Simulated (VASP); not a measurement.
# CO (P2_13) in VASP: single point with PBE+D3(BJ)

Aim: the single point of CO with PBE+D3(BJ).

Program: VASP 6.6.1. These are calculated values, not measurements. Logs are shortened: lines on timing, memory, paths and dates and some standing lists are left out, and cuts for length are marked.

## (1) The cell of the first run

Symmetry: P2_13, No. 198, cubic system. Conventional cell: a = 5.630 Å, b = 5.630 Å, c = 5.630 Å, α = 90.00°, β = 90.00°, γ = 90.00°. C (site symmetry 3) has 1 O at 1.06 Å within 1.4 Å. Within 1.4 Å of O (site symmetry 3) lie 1 C at 1.06 Å.

## (2) Single point, PBE+D3(BJ)

The input, INCAR:

```
PREC = Accurate
ENCUT = 520
EDIFF = 1E-7
ISMEAR = 0
SIGMA = 0.1
LREAL = False
LASPH = True
NELM = 80
ALGO = Normal
ISIF = 2
LWAVE = False
LCHARG = False
GGA = PE
IVDW = 12
NBANDS = 30
```

The input, KPOINTS:

```
regular mesh
0
Gamma
  4 4 4
```

The input, POSCAR:

```
CO
1.0
    5.6300000000      0.0000000000      0.0000000000
    0.0000000000      5.6300000000      0.0000000000
    0.0000000000      0.0000000000      5.6300000000
C O
4 4
Direct
    0.9580000000      0.9580000000      0.9580000000
    0.5420000000      0.0420000000      0.4580000000
    0.4580000000      0.5420000000      0.0420000000
    0.0420000000      0.4580000000      0.5420000000
    0.0670000000      0.0670000000      0.0670000000
    0.4330000000      0.9330000000      0.5670000000
    0.5670000000      0.4330000000      0.9330000000
    0.9330000000      0.5670000000      0.4330000000
```

Potentials or basis: VASP PAW PBE potentials, release 64 (C, O).

On the command line:

```
$ cat potpaw_PBE.64/C/POTCAR potpaw_PBE.64/O/POTCAR > POTCAR
$ mpirun -np 1 vasp_std > vasp.out
```

OUTCAR:

```text
PREC = Accurate
   ENCUT = 520
   EDIFF = 1E-7
   ISMEAR = 0
   LREAL = False
   LASPH = True
   NELM = 80
   ISIF = 2
   GGA = PE
   IVDW = 12
 IVDW          = 12

 ion  position               nearest neighbor table
   1  0.958  0.958  0.958-   5 1.06
   2  0.542  0.042  0.458-   6 1.06
   3  0.458  0.542  0.042-   7 1.06
   4  0.042  0.458  0.542-   8 1.06
   5  0.067  0.067  0.067-   1 1.06
   6  0.433  0.933  0.567-   2 1.06
   7  0.567  0.433  0.933-   3 1.06
   8  0.933  0.567  0.433-   4 1.06

  LATTYP: Found a simple cubic cell.
 ALAT       =     5.6300000000

  Lattice vectors:

 A1 = (   5.6300000000,   0.0000000000,   0.0000000000)
 A2 = (   0.0000000000,   5.6300000000,   0.0000000000)
 A3 = (   0.0000000000,   0.0000000000,   5.6300000000)

Analysis of symmetry for initial positions (statically):
=====================================================================
 Subroutine PRICEL returns:
 Original cell was already a primitive cell.

 Routine SETGRP: Setting up the symmetry group for a
 simple cubic supercell.

 Subroutine GETGRP returns: Found 12 space group operations
 (whereof  3 operations were pure point group operations)
 out of a pool of 48 trial point group operations.

The static configuration has the point symmetry C_3 .
 The point group associated with its full space group is T   .

Analysis of symmetry for dynamics (positions and initial velocities):
=====================================================================
 Subroutine PRICEL returns:
 Original cell was already a primitive cell.

 Routine SETGRP: Setting up the symmetry group for a
 simple cubic supercell.

 Subroutine GETGRP returns: Found 12 space group operations
 (whereof  3 operations were pure point group operations)
 out of a pool of 48 trial point group operations.

The dynamic configuration has the point symmetry C_3 .
 The point group associated with its full space group is T   .

 Subroutine INISYM returns: Found 12 space group operations
 (whereof  3 operations are pure point group operations),
 and found     1 'primitive' translations

----------------------------------------------------------------------------------------

                                     Primitive cell

  volume of cell :     178.4535

  direct lattice vectors                    reciprocal lattice vectors
     5.630000000  0.000000000  0.000000000     0.177619893  0.000000000  0.000000000
     0.000000000  5.630000000  0.000000000     0.000000000  0.177619893  0.000000000
     0.000000000  0.000000000  5.630000000     0.000000000  0.000000000  0.177619893

  length of vectors
     5.630000000  5.630000000  5.630000000     0.177619893  0.177619893  0.177619893

  position of ions in fractional coordinates (direct lattice)
     0.958000000  0.958000000  0.958000000
     0.542000000  0.042000000  0.458000000
     0.458000000  0.542000000  0.042000000
     0.042000000  0.458000000  0.542000000
     0.067000000  0.067000000  0.067000000
     0.433000000  0.933000000  0.567000000
     0.567000000  0.433000000  0.933000000
     0.933000000  0.567000000  0.433000000

  ion indices of the primitive-cell ions
   primitive index   ion index
                 1           1
                 2           2
                 3           3
                 4           4
                 5           5
                 6           6
                 7           7
                 8           8

----------------------------------------------------------------------------------------

 KPOINTS: regular mesh

Automatic generation of k-mesh.
 Grid dimensions read from file:
 generate k-points for:    4    4    4

 Generating k-lattice:

  Cartesian coordinates                     Fractional coordinates (reciprocal lattice)
     0.044404973  0.000000000  0.000000000     0.250000000  0.000000000  0.000000000
     0.000000000  0.044404973  0.000000000     0.000000000  0.250000000  0.000000000
     0.000000000  0.000000000  0.044404973     0.000000000  0.000000000  0.250000000

  Length of vectors
     0.044404973  0.044404973  0.044404973

  Shift w.r.t. Gamma in fractional coordinates (k-lattice)
     0.000000000  0.000000000  0.000000000

 Subroutine IBZKPT returns following result:
 ===========================================

 Found     11 irreducible k-points:

 Following reciprocal coordinates:
            Coordinates               Weight
  0.000000  0.000000  0.000000      1.000000
  0.250000  0.000000  0.000000      6.000000
  0.500000  0.000000  0.000000      3.000000
  0.250000  0.250000  0.000000     12.000000
  0.500000  0.250000  0.000000      6.000000
 -0.250000  0.500000  0.000000      6.000000
  0.500000  0.500000  0.000000      3.000000
  0.250000  0.250000  0.250000      8.000000
  0.500000  0.250000  0.250000     12.000000
  0.500000  0.500000  0.250000      6.000000
  0.500000  0.500000  0.500000      1.000000
   k-points           NKPTS =     11   k-points in BZ     NKDIM =     11   number of bands    NBANDS=     30
   number of dos      NEDOS =    301   number of ions     NIONS =      8
   total plane-waves  NPLWV =  74088
   dimension x,y,z NGX =    42 NGY =   42 NGZ =   42
   dimension x,y,z NGXF=    84 NGYF=   84 NGZF=   84
   ions per type =               4   4
   NGX,Y,Z   is equivalent  to a cutoff of  12.40, 12.40, 12.40 a.u.
   NGXF,Y,Z  is equivalent  to a cutoff of  24.80, 24.80, 24.80 a.u.
 SYSTEM =  unknown system
   PREC   = accura    normal or accurate (medium, high low for compatibility)
   ISTART =      0    job   : 0-new  1-cont  2-samecut
   ICHARG =      2    charge: 1-file 2-atom 10-const
   ISPIN  =      1    spin polarized calculation?
   LNONCOLLINEAR =      F non collinear calculations
   LSORBIT =      F    spin-orbit coupling
   LASPH  =      T    aspherical Exc in radial PAW
   ENCUT  =  520.0 eV  38.22 Ry    6.18 a.u.  10.47 10.47 10.47*2*pi/ulx,y,z
   NELM   =     80;   NELMIN=  2; NELMDL= -5     # of ELM steps
   EDIFF  = 0.1E-06   stopping-criterion for ELM
   LREAL  =      F    real-space projection
   EDIFFG = 0.1E-05   stopping-criterion for IOM
   NSW    =      0    number of steps for IOM
   IBRION =     -1    ionic relax: 0-MD 1-quasi-New 2-CG
   NFREE  =      0    steps in history (QN), initial steepest desc. (CG)
   ISIF   =      2    stress and relaxation
   ISYM   =      2    0-nonsym 1-usesym 2-fastsym
   POTIM  = 0.5000    time-step for ionic-motion
   TEBEG  =    0.0;   TEEND  =   0.0 temperature during run
   PSTRESS=    0.0 pullay stress
   NELECT =      40.0000    total number of electrons
   NUPDOWN=      -1.0000    fix difference up-down
   EMIN   =  10.00;   EMAX   =-10.00  energy-range for DOS
   EFERMI =   0.00;   METHOD = LEGACY
   ISMEAR =     0;   SIGMA  =   0.10  broadening in eV -4-tet -1-fermi 0-gaus
   EFERMI_NEDOS =   21; number of points for ismear=-14 and -15
   IALGO  =     38    algorithm
   IMIX   =      4    mixing-type and parameters
     AMIX     =   0.40;   BMIX     =  1.00
     AMIX_MAG =   1.60;   BMIX_MAG =  1.00
  volume/ion in A,a.u.               =      22.31       150.53
  Fermi-wavevector in a.u.,A,eV,Ry     =   0.994458  1.879253 13.455436  0.988947
  Thomas-Fermi vector in A             =   2.126411
   LORBIT       =      0    0 simple, 1 ext, 2 COOP (PROOUT), +10 PAW based schemes
   GGA     = PE    functional components
   LHFCALC =     F    Hartree Fock is set to
   AEXX    =    0.0000 exact exchange contribution
   IVDW    =    12    specifies the selected vdW correction
   LEPSILON=     F    determine dielectric tensor
   LRPA    =     F    only Hartree local field effects (RPA)
 non-spin polarized calculation
 Gauss-broadening in eV      SIGMA  =   0.10
  energy-cutoff  :      520.00
  volume of cell :      178.45
 maximum number of plane-waves:      4828
 NGX is ok and might be reduce to    42
   NGX = 21   NGY = 21   NGZ = 21

 number of electron      40.0000033 magnetization

 Free energy of the ion-electron system (eV)
  ---------------------------------------------------
  ext. energy  EPLUGINS =         0.00000000
  ---------------------------------------------------
  free energy    TOTEN  =       -57.46006324 eV

  energy without entropy =      -57.46006324  energy(sigma->0) =      -57.46006324

 E-fermi :  -4.5867     XC(G=0):  -6.4499

 val. band max:       -5.0790361996   @ k =   0.2500   0.0000   0.0000
 cond. band min:       1.3749590539   @ k =   0.2500   0.0000   0.0000
 fundamental gap:      6.4539952534
 Fermi energy:        -4.5866939306

 k-point     1 :       0.0000    0.0000    0.0000
  band No.  band energies     occupation
      1     -26.9550      2.00000
      2     -26.9127      2.00000
      3     -26.9127      2.00000
      4     -26.9127      2.00000
      5     -10.5592      2.00000
      6     -10.5592      2.00000
[... 22 lines left out ...]
     29       5.0393      0.00000
     30       7.0447      0.00000

 k-point     2 :       0.2500    0.0000    0.0000
  band No.  band energies     occupation
      1     -26.9496      2.00000
      2     -26.9217      2.00000
      3     -26.9121      2.00000
      4     -26.9100      2.00000
      5     -10.5657      2.00000
      6     -10.5587      2.00000
[... 22 lines left out ...]
     29       5.1012      0.00000
     30       6.1300      0.00000

 k-point     3 :       0.5000    0.0000    0.0000
  band No.  band energies     occupation
      1     -26.9361      2.00000
      2     -26.9361      2.00000
      3     -26.9107      2.00000
      4     -26.9107      2.00000
      5     -10.5612      2.00000
      6     -10.5612      2.00000
[... 253 lines left out ...]
     29       5.6628      0.00000
     30       5.6628      0.00000

 k-point    11 :       0.5000    0.5000    0.5000
  band No.  band energies     occupation
      1     -26.9231      2.00000
      2     -26.9231      2.00000
      3     -26.9231      2.00000
      4     -26.9231      2.00000
      5     -10.5503      2.00000
      6     -10.5503      2.00000
[... 22 lines left out ...]
     29       6.1110      0.00000
     30       6.1110      0.00000

------------------------ aborting loop because EDIFF is reached ----------------------------------------

 Edisp (eV)   -0.48740

 E8    (eV) :    -0.1258

  FORCE on cell =-STRESS in cart. coord.  units (eV):
  Direction    XX          YY          ZZ          XY          YZ          ZX
  --------------------------------------------------------------------------------------
  -------------------------------------------------------------------------------------
  Total      16.93332    16.93332    16.93332     0.00000     0.00000    -0.00000
  in kB     152.02942   152.02942   152.02942     0.00000     0.00000    -0.00000
  external pressure =      152.03 kB  Pullay stress =        0.00 kB

 VOLUME and BASIS-vectors are now :
 -----------------------------------------------------------------------------
  energy-cutoff  :      520.00
  volume of cell :      178.45
      direct lattice vectors                 reciprocal lattice vectors
     5.630000000  0.000000000  0.000000000     0.177619893  0.000000000  0.000000000
     0.000000000  5.630000000  0.000000000     0.000000000  0.177619893  0.000000000
     0.000000000  0.000000000  5.630000000     0.000000000  0.000000000  0.177619893

 POSITION                                       TOTAL-FORCE (eV/Angst)
 -----------------------------------------------------------------------------------
      5.39354      5.39354      5.39354        -7.016881     -7.016881     -7.016881
      3.05146      0.23646      2.57854         7.016881      7.016881     -7.016881
      2.57854      3.05146      0.23646        -7.016881      7.016881      7.016881
      0.23646      2.57854      3.05146         7.016881     -7.016881      7.016881
      0.37721      0.37721      0.37721         7.021467      7.021467      7.021467
      2.43779      5.25279      3.19221        -7.021467     -7.021467      7.021467
      3.19221      2.43779      5.25279         7.021467     -7.021467     -7.021467
      5.25279      3.19221      2.43779        -7.021467      7.021467     -7.021467
 -----------------------------------------------------------------------------------
    total drift:                               -0.000000     -0.000000      0.000000

  FREE ENERGIE OF THE ION-ELECTRON SYSTEM (eV)
  ---------------------------------------------------
  free  energy   TOTEN  =       -57.9474657406 eV

  energy  without entropy=      -57.9474657406  energy(sigma->0) =      -57.94746574
```

Run time: 86 s. Hardware: 1 thread of Intel Xeon 8259CL, shared host; peak memory 0.27 GiB.

What came out:

```
Free energy                : -57.9475 eV
Pressure                   : 15.2 GPa
Largest force              : 12.162 eV/Å
Band gap on the k mesh     : 6.45 eV
Dispersion energy per atom : -0.061 eV
```

Forces on the atoms (eV/Å):
```
C   -7.017 -7.017 -7.017
C    7.017  7.017 -7.017
C   -7.017  7.017  7.017
C    7.017 -7.017  7.017
O    7.021  7.021  7.021
O   -7.021 -7.021  7.021
O    7.021 -7.021 -7.021
O   -7.021  7.021 -7.021
```

Caveat: the cell stands under pressure; forces of over 1 eV/Å act on the atoms, so gaps and moduli don't describe the material at rest. A k mesh can miss the band edges.
